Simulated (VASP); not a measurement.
# InAs (F-43m) in VASP: notebook

Aim: see how the results for InAs move with the level of theory and the settings. Levels: LDA, r2SCAN, HSE06. Tasks: relaxation of cell and atoms, single point.

All numbers are computed with VASP 6.6.1; they aren't measurements. Logs are shortened: lines on timing, memory, paths and dates and some standing lists are left out, and cuts for length are marked.

**1. The cell of the first run**

Symmetry: F-43m, No. 216, cubic system. Conventional cell: a = 6.189 Å, b = 6.189 Å, c = 6.189 Å, α = 90.00°, β = 90.00°, γ = 90.00°. In (site symmetry -43m) has 4 As at 2.68 Å within 3.5 Å. Within 3.5 Å of As (site symmetry -43m) lie 4 In at 2.68 Å.

**2. Relaxation of cell and atoms, LDA**

File INCAR:

```
ALGO = Normal ; EDIFF = 1E-6
EDIFFG = -0.005 ; ENCUT = 600
GGA = CA ; IBRION = 2
ISIF = 3 ; ISMEAR = -1
LASPH = T ; LCHARG = F
LREAL = F ; LWAVE = F
NELM = 100 ; NSW = 80
PREC = Accurate ; SIGMA = 0.02
```

File KPOINTS:

```
k-points
0
Gamma
  6 6 6
```

File POSCAR:

```
InAs
1.0
    0.0000000000      3.0944669362      3.0944669362
    3.0944669362      0.0000000000      3.0944669362
    3.0944669362      3.0944669362      0.0000000000
In As
1 1
Direct
    0.0000000000      0.0000000000      0.0000000000
    0.2500000000      0.2500000000      0.2500000000
```

Potentials or basis: VASP PAW LDA potentials, release 64 (In_d, As).

Command:

```sh
$ cat potpaw_LDA.64/In_d/POTCAR potpaw_LDA.64/As/POTCAR > POTCAR
$ mpirun -np 1 vasp_std > vasp.out
```

OUTCAR:

```text
EDIFF = 1E-6
   EDIFFG = -0.005
   ENCUT = 600
   GGA = CA
   IBRION = 2
   ISIF = 3
   ISMEAR = -1
   LASPH = T
   LREAL = F
   NELM = 100
   NSW = 80
   PREC = Accurate

 ion  position               nearest neighbor table
   1  0.000  0.000  0.000-   2 2.68   2 2.68   2 2.68   2 2.68
   2  0.250  0.250  0.250-   1 2.68   1 2.68   1 2.68   1 2.68

  LATTYP: Found a face centered cubic cell.
 ALAT       =     6.1889338724

  Lattice vectors:

 A1 = (   0.0000000000,   3.0944669362,   3.0944669362)
 A2 = (   3.0944669362,   0.0000000000,   3.0944669362)
 A3 = (   3.0944669362,   3.0944669362,   0.0000000000)

Analysis of symmetry for initial positions (statically):
=====================================================================
 Subroutine PRICEL returns:
 Original cell was already a primitive cell.

 Routine SETGRP: Setting up the symmetry group for a
 face centered cubic supercell.

 Subroutine GETGRP returns: Found 24 space group operations
 (whereof 24 operations were pure point group operations)
 out of a pool of 48 trial point group operations.

The static configuration has the point symmetry T_d .

Analysis of symmetry for dynamics (positions and initial velocities):
=====================================================================
 Subroutine PRICEL returns:
 Original cell was already a primitive cell.

 Routine SETGRP: Setting up the symmetry group for a
 face centered cubic supercell.

 Subroutine GETGRP returns: Found 24 space group operations
 (whereof 24 operations were pure point group operations)
 out of a pool of 48 trial point group operations.

The dynamic configuration has the point symmetry T_d .

 Subroutine INISYM returns: Found 24 space group operations
 (whereof 24 operations are pure point group operations),
 and found     1 'primitive' translations

----------------------------------------------------------------------------------------

                                     Primitive cell

  volume of cell :      59.2635

  direct lattice vectors                    reciprocal lattice vectors
     0.000000000  3.094466936  3.094466936    -0.161578718  0.161578718  0.161578718
     3.094466936  0.000000000  3.094466936     0.161578718 -0.161578718  0.161578718
     3.094466936  3.094466936  0.000000000     0.161578718  0.161578718 -0.161578718

  length of vectors
     4.376237109  4.376237109  4.376237109     0.279862549  0.279862549  0.279862549

  position of ions in fractional coordinates (direct lattice)
     0.000000000  0.000000000  0.000000000
     0.250000000  0.250000000  0.250000000

  ion indices of the primitive-cell ions
   primitive index   ion index
                 1           1
                 2           2

[... 56 lines left out ...]
   ISPIN  =      1    spin polarized calculation?
   LNONCOLLINEAR =      F non collinear calculations
   LSORBIT =      F    spin-orbit coupling
   LASPH  =      T    aspherical Exc in radial PAW
   ENCUT  =  600.0 eV  44.10 Ry    6.64 a.u.   8.74  8.74  8.74*2*pi/ulx,y,z
   NELM   =    100;   NELMIN=  2; NELMDL= -5     # of ELM steps
   EDIFF  = 0.1E-05   stopping-criterion for ELM
   LREAL  =      F    real-space projection
   EDIFFG = -.5E-02   stopping-criterion for IOM
   NSW    =     80    number of steps for IOM
   IBRION =      2    ionic relax: 0-MD 1-quasi-New 2-CG
   NFREE  =      1    steps in history (QN), initial steepest desc. (CG)
   ISIF   =      3    stress and relaxation
   ISYM   =      2    0-nonsym 1-usesym 2-fastsym
   POTIM  = 0.5000    time-step for ionic-motion
   TEBEG  =    0.0;   TEEND  =   0.0 temperature during run
   PSTRESS=    0.0 pullay stress
   NELECT =      18.0000    total number of electrons
   NUPDOWN=      -1.0000    fix difference up-down
   EMIN   =  10.00;   EMAX   =-10.00  energy-range for DOS
   EFERMI =   0.00;   METHOD = LEGACY
   ISMEAR =    -1;   SIGMA  =   0.02  broadening in eV -4-tet -1-fermi 0-gaus
   EFERMI_NEDOS =   21; number of points for ismear=-14 and -15
   IALGO  =     38    algorithm
   IMIX   =      4    mixing-type and parameters
     AMIX     =   0.40;   BMIX     =  1.00
     AMIX_MAG =   1.60;   BMIX_MAG =  1.00
  volume/ion in A,a.u.               =      29.63       199.97
  Fermi-wavevector in a.u.,A,eV,Ry     =   1.100449  2.079547 16.476484  1.210987
  Thomas-Fermi vector in A             =   2.236860
   LORBIT       =      0    0 simple, 1 ext, 2 COOP (PROOUT), +10 PAW based schemes
   GGA     = CA    functional components
   LHFCALC =     F    Hartree Fock is set to
   AEXX    =    0.0000 exact exchange contribution
   IVDW    =     0    specifies the selected vdW correction
   LEPSILON=     F    determine dielectric tensor
   LRPA    =     F    only Hartree local field effects (RPA)
 conjugate gradient relaxation of ions
 non-spin polarized calculation
  energy-cutoff  :      600.00
  volume of cell :       59.26
 maximum number of plane-waves:      2006
   NGX = 17   NGY = 17   NGZ = 17

--------------------------------------- Ionic step        1  -------------------------------------------

 number of electron      17.9999997 magnetization

 Free energy of the ion-electron system (eV)
  ---------------------------------------------------
  ext. energy  EPLUGINS =         0.00000000
  ---------------------------------------------------
  free energy    TOTEN  =        -8.95440190 eV

  energy without entropy =       -8.95404827  energy(sigma->0) =       -8.95422509

 E-fermi :   3.6734     XC(G=0):  -9.1166

 val. band max:        3.6595248868   @ k =   0.0000   0.0000   0.0000
 cond. band min:       4.3158061345   @ k =   0.5000   0.0000   0.0000
 fundamental gap:      0.6562812477
 Fermi energy:         3.6733879020

 k-point     1 :       0.0000    0.0000    0.0000
  band No.  band energies     occupation
      1     -10.5755      2.00000
      2     -10.5755      2.00000
      3     -10.5755      2.00000
      4     -10.4738      2.00000
      5     -10.4738      2.00000
      6      -7.8288      2.00000
      7       2.9112      2.00000
      8       3.6595      1.33334
      9       3.6595      1.33334
     10       3.6595      1.33333
     11       7.4392      0.00000
     12       7.4392      0.00000
     13       7.4392      0.00000
[... 309 lines left out ...]
--------------------------------------- Ionic step        3  -------------------------------------------

 number of electron      18.0000003 magnetization

 Free energy of the ion-electron system (eV)
  ---------------------------------------------------
  ext. energy  EPLUGINS =         0.00000000
  ---------------------------------------------------
  free energy    TOTEN  =        -9.00961714 eV

  energy without entropy =       -9.00926352  energy(sigma->0) =       -9.00944033

 E-fermi :   4.4215     XC(G=0):  -9.4362

 val. band max:        4.4076362780   @ k =   0.0000   0.0000   0.0000
 cond. band min:       5.2229162221   @ k =   0.5000   0.0000   0.0000
 fundamental gap:      0.8152799441
 Fermi energy:         4.4214991679

 k-point     1 :       0.0000    0.0000    0.0000
  band No.  band energies     occupation
      1      -9.9704      2.00000
      2      -9.9704      2.00000
      3      -9.9704      2.00000
      4      -9.8397      2.00000
      5      -9.8397      2.00000
      6      -7.5464      2.00000
      7       4.0401      2.00000
      8       4.4076      1.33333
      9       4.4076      1.33333
     10       4.4076      1.33333
     11       8.2266      0.00000
     12       8.2266      0.00000
     13       8.2266      0.00000
[... 267 lines left out ...]
  FREE ENERGIE OF THE ION-ELECTRON SYSTEM (eV)
  ---------------------------------------------------
  free  energy   TOTEN  =        -9.0096171408 eV

  energy  without entropy=       -9.0092635193  energy(sigma->0) =       -9.00944033

 reached required accuracy - stopping structural energy minimisation
```

OSZICAR:

```text
N       E                     dE             d eps       ncg     rms          rms(c)
DAV:   1     0.115176606946E+03    0.11518E+03   -0.91857E+03   426   0.164E+03
DAV:   2    -0.322731483993E-01   -0.11521E+03   -0.11193E+03   431   0.335E+02
DAV:   3    -0.898644657853E+01   -0.89542E+01   -0.88550E+01   556   0.944E+01
[... 25 lines left out ...]
DAV:   4    -0.901013616306E+01    0.82758E-04   -0.24724E-03   446   0.549E-01    0.354E-01
DAV:   5    -0.900967884633E+01    0.45732E-03   -0.28623E-04   532   0.189E-01    0.161E-01
DAV:   6    -0.900961901111E+01    0.59835E-04   -0.10458E-04   596   0.127E-01    0.194E-02
DAV:   7    -0.900961737761E+01    0.16335E-05   -0.12336E-05   491   0.692E-02    0.538E-03
DAV:   8    -0.900961714080E+01    0.23681E-06   -0.15231E-06   258   0.273E-02
   3 F= -.90096171E+01 E0= -.90094403E+01  d E =-.552152E-01
```

CONTCAR:

```text
InAs
   1.00000000000000
     0.0000000000000000    3.0174133764197086    3.0174133764197086
     3.0174133764197086   -0.0000000000000000    3.0174133764197086
     3.0174133764197086    3.0174133764197086    0.0000000000000000
  In              As
     1     1
Direct
     0.0000000000000000    0.0000000000000000    0.0000000000000000
     0.2500000000000000    0.2500000000000000    0.2500000000000000

  0.00000000E+00  0.00000000E+00  0.00000000E+00
  0.00000000E+00  0.00000000E+00  0.00000000E+00
```

Wall time 16 s (1 thread of Intel Xeon 6975P-C (Granite Rapids), shared host); peak memory 0.19 GiB.

Results:

| Quantity | Value |
| --- | --- |
| Free energy | -9.0096 eV |
| Relaxed volume | 27.47 Å³/atom |
| Relaxed cell | a = 4.267 Å, b = 4.267 Å, c = 4.267 Å, α = 60.00°, β = 60.00°, γ = 60.00° |
| Space group after relaxing (to 0.1 Å) | F-43m (No. 216) |
| Energy gained by relaxing | 27.6 meV/atom |
| Ionic steps | 3 |
| Pressure after relaxing | 0.0 GPa |
| Band gap on the k mesh | zero (filled and empty bands touch) |

Step by step:
```tsv
step	energy change (eV)	largest force (eV/Å)	pressure (GPa)	volume (Å³)
1	0.0000	0.0000	-3.81	59.26
2	-0.0468	0.0000	1.84	53.42
3	-0.0552	0.0000	-0.01	54.95
```

Final structure:
```yaml
crystal:
  lattice:
    - [0.00000, 3.01741, 3.01741]
    - [3.01741, 0.00000, 3.01741]
    - [3.01741, 3.01741, 0.00000]
  atoms:
    - { symbol: In, position: [0.00000, 0.00000, 0.00000] }
    - { symbol: As, position: [0.25000, 0.25000, 0.25000] }
```

Caveat: semilocal functionals underestimate gaps, so a narrow gap can read as zero; spin-orbit coupling is left out, which moves the levels of the heavy elements. Zero-point motion and thermal expansion aren't in these numbers.

**3. Relaxation of cell and atoms, r2SCAN**

POSCAR is that of step 2.

File INCAR.step1:

```
ALGO = Normal
EDIFF = 1E-4
ENCUT = 600
GGA = PE
ISMEAR = -1
LASPH = T
LCHARG = F
LREAL = F
LWAVE = T
NELM = 100
PREC = Accurate
SIGMA = 0.02
```

File INCAR.step2:

```
ALGO = Normal
EDIFF = 1E-6
EDIFFG = -0.005
ENCUT = 600
IBRION = 2
ISIF = 3
ISMEAR = -1
ISTART = 1
LASPH = T
LCHARG = F
LMIXTAU = T
LREAL = F
LWAVE = F
METAGGA = R2SCAN
NELM = 100
NSW = 80
PREC = Accurate
SIGMA = 0.02
```

KPOINTS is that of step 2.

Potentials or basis: VASP PAW PBE potentials, release 64 (In_d, As).

Command:

```sh
$ cat potpaw_PBE.64/In_d/POTCAR potpaw_PBE.64/As/POTCAR > POTCAR
$ cp INCAR.step1 INCAR
$ mpirun -np 1 vasp_std > vasp.out
$ cp INCAR.step2 INCAR
$ mpirun -np 1 vasp_std > vasp.out
```

OUTCAR:

```text
EDIFF = 1E-6
   EDIFFG = -0.005
   ENCUT = 600
   IBRION = 2
   ISIF = 3
   ISMEAR = -1
   ISTART = 1
   LASPH = T
   LREAL = F
   METAGGA = R2SCAN
   NELM = 100
   NSW = 80
   PREC = Accurate

 ion  position               nearest neighbor table
   1  0.000  0.000  0.000-   2 2.68   2 2.68   2 2.68   2 2.68
   2  0.250  0.250  0.250-   1 2.68   1 2.68   1 2.68   1 2.68

  LATTYP: Found a face centered cubic cell.
 ALAT       =     6.1889338724

  Lattice vectors:

 A1 = (   0.0000000000,   3.0944669362,   3.0944669362)
 A2 = (   3.0944669362,   0.0000000000,   3.0944669362)
 A3 = (   3.0944669362,   3.0944669362,   0.0000000000)

Analysis of symmetry for initial positions (statically):
=====================================================================
 Subroutine PRICEL returns:
 Original cell was already a primitive cell.

 Routine SETGRP: Setting up the symmetry group for a
 face centered cubic supercell.

 Subroutine GETGRP returns: Found 24 space group operations
 (whereof 24 operations were pure point group operations)
 out of a pool of 48 trial point group operations.

The static configuration has the point symmetry T_d .

Analysis of symmetry for dynamics (positions and initial velocities):
=====================================================================
 Subroutine PRICEL returns:
 Original cell was already a primitive cell.

 Routine SETGRP: Setting up the symmetry group for a
 face centered cubic supercell.

 Subroutine GETGRP returns: Found 24 space group operations
 (whereof 24 operations were pure point group operations)
 out of a pool of 48 trial point group operations.

The dynamic configuration has the point symmetry T_d .

 Subroutine INISYM returns: Found 24 space group operations
 (whereof 24 operations are pure point group operations),
 and found     1 'primitive' translations

----------------------------------------------------------------------------------------

                                     Primitive cell

  volume of cell :      59.2635

  direct lattice vectors                    reciprocal lattice vectors
[... 93 lines left out ...]
   ISMEAR =    -1;   SIGMA  =   0.02  broadening in eV -4-tet -1-fermi 0-gaus
   EFERMI_NEDOS =   21; number of points for ismear=-14 and -15
   IALGO  =     38    algorithm
   IMIX   =      4    mixing-type and parameters
     AMIX     =   0.40;   BMIX     =  1.00
     AMIX_MAG =   1.60;   BMIX_MAG =  1.00
  volume/ion in A,a.u.               =      29.63       199.97
  Fermi-wavevector in a.u.,A,eV,Ry     =   1.100449  2.079547 16.476484  1.210987
  Thomas-Fermi vector in A             =   2.236860
   LORBIT       =      0    0 simple, 1 ext, 2 COOP (PROOUT), +10 PAW based schemes
   METAGGA = R2SCAN    functional components
   LHFCALC =     F    Hartree Fock is set to
   AEXX    =    0.0000 exact exchange contribution
   IVDW    =     0    specifies the selected vdW correction
   LEPSILON=     F    determine dielectric tensor
   LRPA    =     F    only Hartree local field effects (RPA)
 conjugate gradient relaxation of ions
 non-spin polarized calculation
  energy-cutoff  :      600.00
  volume of cell :       59.26
 maximum number of plane-waves:      2006
   NGX = 17   NGY = 17   NGZ = 17

--------------------------------------- Ionic step        1  -------------------------------------------

 number of electron      17.9999997 magnetization

 Free energy of the ion-electron system (eV)
  ---------------------------------------------------
  ext. energy  EPLUGINS =         0.00000000
  ---------------------------------------------------
  free energy    TOTEN  =       -38.03275098 eV

  energy without entropy =      -38.03239651  energy(sigma->0) =      -38.03257374

------------------------ aborting loop because EDIFF is reached ----------------------------------------

  FORCE on cell =-STRESS in cart. coord.  units (eV):
  Direction    XX          YY          ZZ          XY          YZ          ZX
  --------------------------------------------------------------------------------------
  -------------------------------------------------------------------------------------
  Total       -0.7177604     -0.7177604     -0.7177604     -0.0000000      0.0000000     -0.0000000
  in kB      -19.4045045    -19.4045045    -19.4045045     -0.0000000      0.0000000     -0.0000000
  external PRESSURE =     -19.4045045 kB  Pullay stress =       0.0000000 kB
[... 59 lines left out ...]
--------------------------------------- Ionic step        3  -------------------------------------------

 number of electron      18.0000001 magnetization

 Free energy of the ion-electron system (eV)
  ---------------------------------------------------
  ext. energy  EPLUGINS =         0.00000000
  ---------------------------------------------------
  free energy    TOTEN  =       -38.04661878 eV

  energy without entropy =      -38.04637123  energy(sigma->0) =      -38.04649500

 E-fermi :   4.0172     XC(G=0):  -9.5109

 val. band max:        3.9670501189   @ k =   0.0000   0.0000   0.0000
 cond. band min:       4.0417794494   @ k =   0.0000   0.0000   0.0000
 fundamental gap:      0.0747293305
 Fermi energy:         4.0171794175

 k-point     1 :       0.0000    0.0000    0.0000
  band No.  band energies     occupation
      1     -10.8339      2.00000
      2     -10.8339      2.00000
      3     -10.8339      2.00000
      4     -10.7000      2.00000
      5     -10.7000      2.00000
      6      -8.1289      2.00000
      7       3.9670      1.84923
      8       3.9670      1.84923
      9       3.9671      1.84919
     10       4.0418      0.45236
     11       8.2189      0.00000
     12       8.2189      0.00000
     13       8.2189      0.00000
[... 267 lines left out ...]
  FREE ENERGIE OF THE ION-ELECTRON SYSTEM (eV)
  ---------------------------------------------------
  free  energy   TOTEN  =       -38.0466187755 eV

  energy  without entropy=      -38.0463712304  energy(sigma->0) =      -38.04649500

 reached required accuracy - stopping structural energy minimisation
```

It took 89 s on 1 thread of Intel Xeon 6975P-C (Granite Rapids), shared host; peak memory 0.24 GiB.

Results:

* Free energy: -38.0466 eV
* Relaxed volume: 28.52 Å³/atom
* Relaxed cell: a = 4.321 Å, b = 4.321 Å, c = 4.321 Å, α = 60.00°, β = 60.00°, γ = 60.00°
* Space group after relaxing (to 0.1 Å): F-43m (No. 216)
* Energy gained by relaxing: 6.9 meV/atom
* Ionic steps: 3
* Pressure after relaxing: 0.0 GPa
* Band gap on the k mesh: 0.07 eV

The path:
```csv
step,energy change (eV),largest force (eV/Å),pressure (GPa),volume (Å³)
1,0.0000,0.0000,-1.94,59.26
2,-0.0120,0.0000,0.80,56.24
3,-0.0139,0.0000,-0.02,57.04
```

Final structure:
```cif
data_structure
_symmetry_space_group_name_H-M 'P 1'
_symmetry_Int_Tables_number 1
_cell_length_a 4.3207
_cell_length_b 4.3207
_cell_length_c 4.3207
_cell_angle_alpha 60.000
_cell_angle_beta 60.000
_cell_angle_gamma 60.000
_cell_volume 57.04
loop_
_atom_site_label
_atom_site_type_symbol
_atom_site_fract_x
_atom_site_fract_y
_atom_site_fract_z
_atom_site_occupancy
In1 In 0.00000 0.00000 0.00000 1
As1 As 0.25000 0.25000 0.25000 1
```

Caveat: the PAW data sets were made with another functional, which shifts forces and pressure a little; spin-orbit coupling is left out, which moves the levels of the heavy elements.

**4. Single point, HSE06**

This run uses another cell than the first one, of 28.55 Å³/atom.

File POSCAR:

```
InAs
1.0
    0.0000000000      3.0564337228      3.0564337228
    3.0564337228      0.0000000000      3.0564337228
    3.0564337228      3.0564337228      0.0000000000
In As
1 1
Direct
    0.0000000000      0.0000000000      0.0000000000
    0.2500000000      0.2500000000      0.2500000000
```

File INCAR.step1:

```
ALGO = Normal
EDIFF = 1E-5
ENCUT = 520
GGA = PE
ISIF = 2
ISMEAR = -1
LASPH = T
LCHARG = F
LREAL = F
LWAVE = T
NBANDS = 16
NELM = 80
PREC = Accurate
SIGMA = 0.02
```

File INCAR.step2:

```
ALGO = Normal
EDIFF = 1E-7
ENCUT = 520
GGA = PE
HFSCREEN = 0.2079
ISIF = 2
ISMEAR = -1
ISTART = 1
LASPH = T
LCHARG = F
LHFCALC = T
LREAL = F
LWAVE = F
NBANDS = 16
NELM = 80
PREC = Accurate
PRECFOCK = Normal
SIGMA = 0.02
```

File KPOINTS:

```
k-points
0
Gamma
  4 4 4
```

Command:

```sh
$ cat potpaw_PBE.64/In_d/POTCAR potpaw_PBE.64/As/POTCAR > POTCAR
$ cp INCAR.step1 INCAR
$ mpirun -np 1 vasp_std > vasp.out
$ cp INCAR.step2 INCAR
$ mpirun -np 1 vasp_std > vasp.out
```

Wall time 5.7 min (1 thread of Intel Xeon 6975P-C (Granite Rapids), shared host); peak memory 0.29 GiB.

Results (log left out):

| Property | Result |
| --- | --- |
| Free energy | -9.1108 eV |
| Pressure | -0.2 GPa |
| Band gap on the k mesh | 0.39 eV |

Levels at points of the mesh, in eV from the valence-band top:
```csv
k point,band 6,band 7,band 8,band 9,band 10,band 11,band 12,band 13
"(0.00, 0.00, 0.00)",-12.79,0.00,0.00,0.00,0.39,4.65,4.65,4.65
"(0.50, 0.00, 0.00)",-11.28,-6.07,-1.02,-1.02,1.59,5.43,5.43,7.67
"(0.50, 0.50, 0.00)",-10.71,-6.17,-2.41,-2.41,2.18,2.73,10.10,10.25
```

Caveat: the k points lie up to 0.45 Å⁻¹ apart; the PAW data sets were made with another functional, which shifts forces and pressure a little; spin-orbit coupling is left out, which moves the levels of the heavy elements.

(Part 1 of 2 ends here.)
